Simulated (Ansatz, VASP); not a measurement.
# Ga in VASP and in Ansatz

INCAR

```
PREC = Accurate
ENCUT = 600
EDIFF = 1E-6
ISMEAR = 0
SIGMA = 0.1
LREAL = False
LASPH = True
NELM = 60
ALGO = Normal
ISIF = 3
LWAVE = False
LCHARG = False
GGA = PE
IBRION = 2
NSW = 90
EDIFFG = -0.04
```

File KPOINTS:

```
Automatic mesh
0
Gamma
  6 6 6
```

The input POSCAR:

```
Ga
1.0
    4.2805249700      0.0000000000      0.0000000000
   -2.1402624800      3.7070433600      0.0000000000
    0.0000000000      0.0000000000      2.5759566400
Ga
2
Direct
    0.3333333300      0.6666666700      0.5000000000
    0.6666666700      0.3333333300      0.5000000000
```

Input for Ansatz:

```yaml
crystal:
  lattice:
    - [4.28052497, 0.0, 0.0]
    - [-2.14026248, 3.70704336, 0.0]
    - [0.0, 0.0, 2.57595664]
  atoms:
    - { symbol: Ga, position: [0.33333333, 0.66666667, 0.5] }
    - { symbol: Ga, position: [0.66666667, 0.33333333, 0.5] }
basis:
  ecutwfc: 420
kpoints:
  mp_grid: { grid: [6, 6, 6] }
hamiltonian:
  xc: pbe
scf:
  occupations: { method: gaussian, width: 0.1 }
  lower_state_search: "off"
output:
  forces: true
  stress: true
  eigenvalues: true
relax:
  adjacent_minimum: "off"
  f_tol: 0.04
  max_steps: 70
  cell: { stress_tol: 0.4 }
```

Alike in both runs: task relaxation of cell and atoms; functional PBE; k mesh 6 × 6 × 6; occupations gaussian, width 0.1 eV; no spin polarisation.

```csv
,VASP,Ansatz
version,VASP 6.6.1,Ansatz 0.2.0
potentials or method,"VASP PAW PBE potentials, release 64 (Ga_d), cutoff 600 eV","scalar-relativistic, plane waves, PAW"
valence electrons in the cell,26,26
```

VASP gave:

- gap on the k mesh at the Fermi level, each at its own relaxed structure (eV): none
- relaxed volume (Å³/atom): 23.52
- relaxed cell length with the largest relative difference (Å): 2.730

**Question.** Which values does Ansatz return?

**Answer.** gap on the k mesh at the Fermi level, each at its own relaxed structure (eV): none; relaxed volume (Å³/atom): 23.51; relaxed cell length with the largest relative difference (Å): 2.728.

A gap of «none» marks a metal or a gap that the smearing closes.

The k mesh is coarse, so the values compare programs but aren't converged. Noted on VASP's run: the volume moved by over 15 % at a fixed basis, so the end points are rough.
